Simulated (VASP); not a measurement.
A run of VASP 6.6.1:

File INCAR:

```
PREC = Accurate
ENCUT = 600
EDIFF = 1E-6
ISMEAR = 1
SIGMA = 0.1
LREAL = False
LASPH = True
NELM = 100
ALGO = Normal
ISIF = 3
LWAVE = False
LCHARG = False
GGA = PE
IBRION = 2
NSW = 60
EDIFFG = -0.005
```

The input KPOINTS:

```
regular mesh
0
Gamma
  24 24 24
```

Contents of POSCAR:

```
Rh
1.0
    0.0000000000      1.9000000000      1.9000000000
    1.9000000000      0.0000000000      1.9000000000
    1.9000000000      1.9000000000      0.0000000000
Rh
1
Direct
    0.0000000000      0.0000000000      0.0000000000
```

Potentials or basis: VASP PAW PBE potentials, release 64 (Rh_pv).

Run with:

```bash
$ cat potpaw_PBE.64/Rh_pv/POTCAR > POTCAR
$ mpirun -np 1 vasp_std > vasp.out
```

Hardware: 1 thread of Intel(R) Xeon(R) 6975P-C (Granite Rapids) (shared host).

Estimate the wall time of this run.

Wall time 51 s on 1 thread of Intel(R) Xeon(R) 6975P-C (Granite Rapids), on a shared host, peak memory 0.21 GiB. Counts: scf iterations 28, k points 413, ion steps 4.
